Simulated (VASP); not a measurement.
# Zr (P6_3/mmc) in VASP: further runs

Runs on Zr. Level: PBE. Tasks: single point.

All numbers are computed with VASP 6.6.1; they aren't measurements. Logs are shortened: lines on timing, memory, paths and dates and some standing lists are left out, and cuts for length are marked.

**1. The cell of the first run**

It takes space group P6_3/mmc (No. 194, hexagonal). The conventional cell has a = 3.200 Å, b = 3.200 Å, c = 5.147 Å, α = 90.00°, β = 90.00°, γ = 120.00°. Zr (site symmetry -6m2) has 12 Zr at 3.17 to 3.20 Å within 4.2 Å.

**2. Single point, PBE (equal xx and yy strain of -1 %)**

INCAR reads:

```
ALGO = Normal ; EDIFF = 1E-6
ENCUT = 520 ; GGA = PE
ISIF = 2 ; ISMEAR = -1
LASPH = True ; LCHARG = True
LELF = True ; LREAL = False
LVHAR = True ; LWAVE = False
NBANDS = 19 ; NELM = 60
PREC = Accurate ; SIGMA = 0.08
```

KPOINTS reads:

```
k-points
0
Gamma
  13 13 7
```

POSCAR reads:

```
Zr
1.0
    3.1996782403      0.0000000000      0.0000000000
   -1.5998391201      2.7710026399      0.0000000000
    0.0000000000      0.0000000000      5.1470000000
Zr
2
Direct
    0.3333333333      0.6666666667      0.2500000000
    0.6666666667      0.3333333333      0.7500000000
```

Potentials or basis: VASP PAW PBE potentials, release 64 (Zr_sv).

Started as:

```sh
> cat potpaw_PBE.64/Zr_sv/POTCAR > POTCAR
> mpirun -np 1 vasp_std > vasp.out
```

OUTCAR:

```text
EDIFF = 1E-6
   ENCUT = 520
   GGA = PE
   ISIF = 2
   ISMEAR = -1
   LASPH = True
   LREAL = False
   NELM = 60
   PREC = Accurate

 ion  position               nearest neighbor table
   1  0.333  0.667  0.250-   2 3.17   2 3.17   2 3.17   2 3.17   2 3.17   2 3.17
   2  0.667  0.333  0.750-   1 3.17   1 3.17   1 3.17   1 3.17   1 3.17   1 3.17

  LATTYP: Found a hexagonal cell.
 ALAT       =     3.1996782403
 C/A-ratio  =     1.6085992445

  Lattice vectors:

 A1 = (   3.1996782403,   0.0000000000,   0.0000000000)
 A2 = (  -1.5998391201,   2.7710026399,   0.0000000000)
 A3 = (   0.0000000000,   0.0000000000,   5.1470000000)

Analysis of symmetry for initial positions (statically):
=====================================================================
 Subroutine PRICEL returns:
 Original cell was already a primitive cell.

 Routine SETGRP: Setting up the symmetry group for a
 hexagonal supercell.

 Subroutine GETGRP returns: Found 24 space group operations
 (whereof 12 operations were pure point group operations)
 out of a pool of 24 trial point group operations.

The static configuration has the point symmetry D_3d.
 The point group associated with its full space group is D_6h.

Analysis of symmetry for dynamics (positions and initial velocities):
=====================================================================
 Subroutine PRICEL returns:
 Original cell was already a primitive cell.

 Routine SETGRP: Setting up the symmetry group for a
 hexagonal supercell.

 Subroutine GETGRP returns: Found 24 space group operations
 (whereof 12 operations were pure point group operations)
 out of a pool of 24 trial point group operations.

The dynamic configuration has the point symmetry D_3d.
 The point group associated with its full space group is D_6h.

 Subroutine INISYM returns: Found 24 space group operations
 (whereof 12 operations are pure point group operations),
 and found     1 'primitive' translations

----------------------------------------------------------------------------------------

                                     Primitive cell

  volume of cell :      45.6349

  direct lattice vectors                    reciprocal lattice vectors
     3.199678240  0.000000000  0.000000000     0.312531425  0.180440102  0.000000000
    -1.599839120  2.771002640  0.000000000     0.000000000  0.360880205  0.000000000
     0.000000000  0.000000000  5.147000000     0.000000000  0.000000000  0.194287935

  length of vectors
     3.199678240  3.199678240  5.147000000     0.360880205  0.360880205  0.194287935

  position of ions in fractional coordinates (direct lattice)
     0.333333333  0.666666667  0.250000000
     0.666666667  0.333333333  0.750000000

  ion indices of the primitive-cell ions
   primitive index   ion index
                 1           1
                 2           2

----------------------------------------------------------------------------------------

 KPOINTS: k-points

Automatic generation of k-mesh.
 Grid dimensions read from file:
 generate k-points for:   13   13    7

 Generating k-lattice:

  Cartesian coordinates                     Fractional coordinates (reciprocal lattice)
     0.024040879  0.013880008  0.000000000     0.076923077 -0.000000000  0.000000000
     0.000000000  0.027760016  0.000000000     0.000000000  0.076923077  0.000000000
     0.000000000  0.000000000  0.027755419     0.000000000  0.000000000  0.142857143

  Length of vectors
     0.027760016  0.027760016  0.027755419

  Shift w.r.t. Gamma in fractional coordinates (k-lattice)
     0.000000000  0.000000000  0.000000000

 Subroutine IBZKPT returns following result:
 ===========================================

 Found     84 irreducible k-points:

 Following reciprocal coordinates:
            Coordinates               Weight
  0.000000  0.000000  0.000000      1.000000
  0.076923  0.000000  0.000000      6.000000
  0.153846  0.000000  0.000000      6.000000
  0.230769  0.000000  0.000000      6.000000
  0.307692  0.000000  0.000000      6.000000
  0.384615  0.000000  0.000000      6.000000
[... 16 lines left out ...]
  0.076923  0.000000  0.142857     12.000000
  0.153846  0.000000  0.142857     12.000000
 [... further k-points ...]
   k-points           NKPTS =     84   k-points in BZ     NKDIM =     84   number of bands    NBANDS=     19
   number of dos      NEDOS =    301   number of ions     NIONS =      2
   total plane-waves  NPLWV =  23040
   dimension x,y,z NGX =    24 NGY =   24 NGZ =   40
   dimension x,y,z NGXF=    48 NGYF=   48 NGZF=   80
   ions per type =               2
   NGX,Y,Z   is equivalent  to a cutoff of  12.47, 12.47, 12.92 a.u.
   NGXF,Y,Z  is equivalent  to a cutoff of  24.94, 24.94, 25.84 a.u.
 SYSTEM =  unknown system
   PREC   = accura    normal or accurate (medium, high low for compatibility)
   ISTART =      0    job   : 0-new  1-cont  2-samecut
   ICHARG =      2    charge: 1-file 2-atom 10-const
   ISPIN  =      1    spin polarized calculation?
   LNONCOLLINEAR =      F non collinear calculations
   LSORBIT =      F    spin-orbit coupling
   LASPH  =      T    aspherical Exc in radial PAW
   ENCUT  =  520.0 eV  38.22 Ry    6.18 a.u.   5.95  5.95  9.57*2*pi/ulx,y,z
   NELM   =     60;   NELMIN=  2; NELMDL= -5     # of ELM steps
   EDIFF  = 0.1E-05   stopping-criterion for ELM
   LREAL  =      F    real-space projection
   EDIFFG = 0.1E-04   stopping-criterion for IOM
   NSW    =      0    number of steps for IOM
   IBRION =     -1    ionic relax: 0-MD 1-quasi-New 2-CG
   NFREE  =      0    steps in history (QN), initial steepest desc. (CG)
   ISIF   =      2    stress and relaxation
   ISYM   =      2    0-nonsym 1-usesym 2-fastsym
   POTIM  = 0.5000    time-step for ionic-motion
   TEBEG  =    0.0;   TEEND  =   0.0 temperature during run
   PSTRESS=    0.0 pullay stress
   NELECT =      24.0000    total number of electrons
   NUPDOWN=      -1.0000    fix difference up-down
   EMIN   =  10.00;   EMAX   =-10.00  energy-range for DOS
   EFERMI =   0.00;   METHOD = LEGACY
   ISMEAR =    -1;   SIGMA  =   0.08  broadening in eV -4-tet -1-fermi 0-gaus
   EFERMI_NEDOS =   21; number of points for ismear=-14 and -15
   IALGO  =     38    algorithm
   IMIX   =      4    mixing-type and parameters
     AMIX     =   0.40;   BMIX     =  1.00
     AMIX_MAG =   1.60;   BMIX_MAG =  1.00
  volume/ion in A,a.u.               =      22.82       153.98
  Fermi-wavevector in a.u.,A,eV,Ry     =   1.321436  2.497152 23.758396  1.746193
  Thomas-Fermi vector in A             =   2.451190
   LORBIT       =      0    0 simple, 1 ext, 2 COOP (PROOUT), +10 PAW based schemes
   GGA     = PE    functional components
[... 5 lines left out ...]
 non-spin polarized calculation
  energy-cutoff  :      520.00
  volume of cell :       45.63
 maximum number of plane-waves:      1247
 NGX is ok and might be reduce to    24
   NGX = 11   NGY = 11   NGZ = 19

 number of electron      24.0000000 magnetization

 Free energy of the ion-electron system (eV)
  ---------------------------------------------------
  ext. energy  EPLUGINS =         0.00000000
  ---------------------------------------------------
  free energy    TOTEN  =       -17.05312381 eV

  energy without entropy =      -17.00863954  energy(sigma->0) =      -17.03088167

 E-fermi :   9.2069     XC(G=0): -11.1734

 val. band max:        9.1925757984   @ k =   0.0000   0.0000   0.4286
 cond. band min:       9.2201062279   @ k =   0.3077   0.2308   0.2857
 fundamental gap:      0.0275304296
 Fermi energy:         9.2069322993

 k-point     1 :       0.0000    0.0000    0.0000
  band No.  band energies     occupation
      1     -39.5736      2.00000
      2     -39.4119      2.00000
      3     -18.1208      2.00000
      4     -17.1977      2.00000
      5     -17.1977      2.00000
      6     -17.0683      2.00000
[... 11 lines left out ...]
     18      11.4686      0.00000
     19      13.7636      0.00000

 k-point     2 :       0.0769    0.0000    0.0000
  band No.  band energies     occupation
      1     -39.5661      2.00000
      2     -39.4085      2.00000
      3     -18.1015      2.00000
      4     -17.2419      2.00000
      5     -17.2119      2.00000
      6     -17.1009      2.00000
[... 11 lines left out ...]
     18      11.3182      0.00000
     19      13.8728      0.00000

 k-point     3 :       0.1538    0.0000    0.0000
  band No.  band energies     occupation
      1     -39.5452      2.00000
      2     -39.3996      2.00000
      3     -18.0460      2.00000
      4     -17.3642      2.00000
      5     -17.2501      2.00000
      6     -17.2247      2.00000
[... 11 lines left out ...]
     18      11.3800      0.00000
     19      14.1046      0.00000

 k-point     4 :       0.2308    0.0000    0.0000
  band No.  band energies     occupation
      1     -39.5145      2.00000
      2     -39.3880      2.00000
      3     -17.9608      2.00000
      4     -17.5362      2.00000
      5     -17.3922      2.00000
      6     -17.3016      2.00000
[... 11 lines left out ...]
     18      12.0674      0.00000
     19      14.3263      0.00000

 k-point     5 :       0.3077    0.0000    0.0000
  band No.  band energies     occupation
      1     -39.4797      2.00000
      2     -39.3776      2.00000
      3     -17.8569      2.00000
      4     -17.7175      2.00000
      5     -17.5622      2.00000
      6     -17.3541      2.00000
[... 11 lines left out ...]
     18      12.9288      0.00000
     19      14.4823      0.00000
[... 334 lines left out ...]
      2     -39.3790      2.00000
      3     -17.8174      2.00000
      4     -17.6788      2.00000
      5     -17.6213      2.00000
      6     -17.5312      2.00000
[... 11 lines left out ...]
     18      13.9730      0.00000
     19      15.9190      0.00000

 k-point    22 :       0.0000    0.0000    0.1429
  band No.  band energies     occupation
      1     -39.5657      2.00000
      2     -39.4200      2.00000
      3     -18.0720      2.00000
      4     -17.1907      2.00000
      5     -17.1907      2.00000
      6     -17.1242      2.00000
[... 11 lines left out ...]
     18      11.7174      0.00000
     19      13.8064      0.00000

 k-point    23 :       0.0769    0.0000    0.1429
  band No.  band energies     occupation
      1     -39.5585      2.00000
      2     -39.4165      2.00000
      3     -18.0550      2.00000
      4     -17.2338      2.00000
      5     -17.2045      2.00000
      6     -17.1547      2.00000
[... 11 lines left out ...]
     18      11.6058      0.00000
     19      13.8945      0.00000

 k-point    24 :       0.1538    0.0000    0.1429
  band No.  band energies     occupation
      1     -39.5381      2.00000
      2     -39.4069      2.00000
      3     -18.0072      2.00000
      4     -17.3529      2.00000
      5     -17.2652      2.00000
      6     -17.2417      2.00000
[... 11 lines left out ...]
     18      11.5412      0.00000
     19      14.0771      0.00000

 [... further k-points ...]
[... 5 lines left out ...]
  --------------------------------------------------------------------------------------
  -------------------------------------------------------------------------------------
  Total        0.7012457      0.7012457      0.6751265      0.0000000     -0.0000000      0.0000000
  in kB       24.6197342     24.6197342     23.7027290      0.0000000     -0.0000000      0.0000000
  external PRESSURE =      24.3140658 kB  Pullay stress =       0.0000000 kB

 VOLUME and BASIS-vectors are now :
 -----------------------------------------------------------------------------
  energy-cutoff  :      520.00
  volume of cell :       45.63
      direct lattice vectors                 reciprocal lattice vectors
     3.199678240  0.000000000  0.000000000     0.312531425  0.180440102  0.000000000
    -1.599839120  2.771002640  0.000000000     0.000000000  0.360880205  0.000000000
     0.000000000  0.000000000  5.147000000     0.000000000  0.000000000  0.194287935

 POSITION                                       TOTAL-FORCE (eV/Angst)
 -----------------------------------------------------------------------------------
     -0.00000      1.84734      1.28675        -0.000000      0.000000      0.000000
      1.59984      0.92367      3.86025         0.000000     -0.000000      0.000000
 -----------------------------------------------------------------------------------
    total drift:                               -0.000000      0.000000     -0.000000

  FREE ENERGIE OF THE ION-ELECTRON SYSTEM (eV)
  ---------------------------------------------------
  free  energy   TOTEN  =       -17.0531238079 eV

  energy  without entropy=      -17.0086395395  energy(sigma->0) =      -17.03088167
```

Run time: 92 s. Hardware: 1 thread of Intel Xeon 8259CL, shared host; peak memory 0.17 GiB.

What came out:

```
Free energy            : -17.0531 eV
Pressure               : 2.4 GPa
Band gap on the k mesh : zero (band 12 reaches 10.10 eV, above the bottom of band 13 at 9.00 eV)
```

Caveat: the cell differs from its parent crystal (equal xx and yy strain of -1 %).

**3. Single point, PBE (equal xx and yy strain of +2 %)**

INCAR reads:

```
PREC = Accurate
ENCUT = 520
EDIFF = 1E-7
ISMEAR = -1
SIGMA = 0.08
LREAL = False
LASPH = True
NELM = 60
ALGO = Normal
ISIF = 2
LWAVE = False
LCHARG = True
GGA = PE
LELF = True
LVHAR = True
NBANDS = 19
```

KPOINTS reads:

```
Automatic mesh
0
Gamma
  13 13 7
```

POSCAR reads:

```
Zr
1.0
    3.2966381870      0.0000000000      0.0000000000
   -1.6483190934      2.8549724169      0.0000000000
    0.0000000000      0.0000000000      5.1470000000
Zr
2
Direct
    0.3333333333      0.6666666667      0.2500000000
    0.6666666667      0.3333333333      0.7500000000
```

Potentials or basis: VASP PAW PBE potentials, release 64 (Zr_sv).

Started as:

```sh
> cat potpaw_PBE.64/Zr_sv/POTCAR > POTCAR
> mpirun -np 1 vasp_std > vasp.out
```

OUTCAR:

```text
PREC = Accurate
   ENCUT = 520
   EDIFF = 1E-7
   ISMEAR = -1
   LREAL = False
   LASPH = True
   NELM = 60
   ISIF = 2
   GGA = PE

 ion  position               nearest neighbor table
   1  0.333  0.667  0.250-   2 3.20   2 3.20   2 3.20   2 3.20   2 3.20   2 3.20
   2  0.667  0.333  0.750-   1 3.20   1 3.20   1 3.20   1 3.20   1 3.20   1 3.20

  LATTYP: Found a hexagonal cell.
 ALAT       =     3.2966381870
 C/A-ratio  =     1.5612875020

  Lattice vectors:

 A1 = (   3.2966381870,   0.0000000000,   0.0000000000)
 A2 = (  -1.6483190934,   2.8549724169,   0.0000000000)
 A3 = (   0.0000000000,   0.0000000000,   5.1470000000)

Analysis of symmetry for initial positions (statically):
=====================================================================
 Subroutine PRICEL returns:
 Original cell was already a primitive cell.

 Routine SETGRP: Setting up the symmetry group for a
 hexagonal supercell.

 Subroutine GETGRP returns: Found 24 space group operations
 (whereof 12 operations were pure point group operations)
 out of a pool of 24 trial point group operations.
[... 154 lines left out ...]

 number of electron      24.0000000 magnetization

 Free energy of the ion-electron system (eV)
  ---------------------------------------------------
  ext. energy  EPLUGINS =         0.00000000
  ---------------------------------------------------
  free energy    TOTEN  =       -17.04175483 eV

  energy without entropy =      -16.99587835  energy(sigma->0) =      -17.01881659

 E-fermi :   8.5593     XC(G=0): -10.9032

 val. band max:        8.5581693980   @ k =   0.3846   0.2308   0.2857
 cond. band min:       8.5664637779   @ k =   0.3077   0.3077   0.2857
 fundamental gap:      0.0082943799
 Fermi energy:         8.5592504748

 k-point     1 :       0.0000    0.0000    0.0000
  band No.  band energies     occupation
      1     -40.3637      2.00000
      2     -40.2228      2.00000
      3     -18.8355      2.00000
      4     -18.0714      2.00000
      5     -18.0714      2.00000
      6     -17.9323      2.00000
[... 505 lines left out ...]
      6     -18.0956      2.00000
[... 11 lines left out ...]
     18      10.8012      0.00000
     19      13.1094      0.00000

 [... further k-points ...]
[... 5 lines left out ...]
  --------------------------------------------------------------------------------------
  -------------------------------------------------------------------------------------
  Total       -1.1009062     -1.1009062     -0.4673955     -0.0000000      0.0000000      0.0000000
  in kB      -36.4110778    -36.4110778    -15.4585138     -0.0000000      0.0000000      0.0000000
  external PRESSURE =     -29.4268898 kB  Pullay stress =       0.0000000 kB

 VOLUME and BASIS-vectors are now :
 -----------------------------------------------------------------------------
  energy-cutoff  :      520.00
  volume of cell :       48.44
      direct lattice vectors                 reciprocal lattice vectors
     3.296638187  0.000000000  0.000000000     0.303339324  0.175133041  0.000000000
    -1.648319093  2.854972417  0.000000000     0.000000000  0.350266081  0.000000000
     0.000000000  0.000000000  5.147000000     0.000000000  0.000000000  0.194287935

 POSITION                                       TOTAL-FORCE (eV/Angst)
 -----------------------------------------------------------------------------------
     -0.00000      1.90331      1.28675        -0.000000      0.000000      0.000000
      1.64832      0.95166      3.86025         0.000000     -0.000000      0.000000
 -----------------------------------------------------------------------------------
    total drift:                               -0.000000      0.000000     -0.000000

  FREE ENERGIE OF THE ION-ELECTRON SYSTEM (eV)
  ---------------------------------------------------
  free  energy   TOTEN  =       -17.0417548303 eV

  energy  without entropy=      -16.9958783532  energy(sigma->0) =      -17.01881659
```

OSZICAR:

```text
N       E                     dE             d eps       ncg     rms          rms(c)
DAV:   1     0.214769766027E+03    0.21477E+03   -0.13172E+04  3192   0.125E+03
DAV:   2    -0.184468464635E+01   -0.21661E+03   -0.21261E+03  3754   0.367E+02
DAV:   3    -0.173969519935E+02   -0.15552E+02   -0.15437E+02  5783   0.706E+01
DAV:   4    -0.177963614848E+02   -0.39941E+00   -0.39874E+00  3802   0.118E+01
DAV:   5    -0.178094634671E+02   -0.13102E-01   -0.13098E-01  4768   0.146E+00    0.133E+01
DAV:   6    -0.171638416343E+02    0.64562E+00   -0.10138E+00  3480   0.745E+00    0.509E+00
DAV:   7    -0.170361588170E+02    0.12768E+00   -0.62300E-01  4458   0.512E+00    0.113E+00
DAV:   8    -0.170416491961E+02   -0.54904E-02   -0.40167E-02  4172   0.145E+00    0.257E-01
DAV:   9    -0.170417974539E+02   -0.14826E-03   -0.18359E-03  4062   0.370E-01    0.316E-02
DAV:  10    -0.170417541925E+02    0.43261E-04   -0.52087E-05  4223   0.404E-02    0.240E-02
DAV:  11    -0.170417547852E+02   -0.59269E-06   -0.10048E-05  3609   0.342E-02    0.279E-03
DAV:  12    -0.170417548303E+02   -0.45075E-07   -0.37600E-07  3589   0.394E-03
   1 F= -.17041755E+02 E0= -.17018817E+02  d E =-.458765E-01
```

stdout:

```text
POSCAR found type information on POSCAR Zr
 POSCAR found :  1 types and       2 ions
 scaLAPACK will be used
 LDA part: xc-table for (Slater+PW92), standard interpolation
 POSCAR, INCAR and KPOINTS ok, starting setup
 FFT: planning ... GRIDC
 FFT: planning ... GRID_SOFT
 FFT: planning ... GRID
 WAVECAR not read
 entering main loop
```

It took 2.1 min on 1 thread of Intel Xeon 8259CL, shared host; peak memory 0.19 GiB.

Results:

```yaml
Free_energy: -17.0418 eV
Pressure: -2.9 GPa
Band_gap_on_the_k_mesh: zero (band 12 reaches 9.42 eV, above the bottom of band 13 at 8.30 eV)
```

Caveat: the cell differs from its parent crystal (equal xx and yy strain of +2 %).
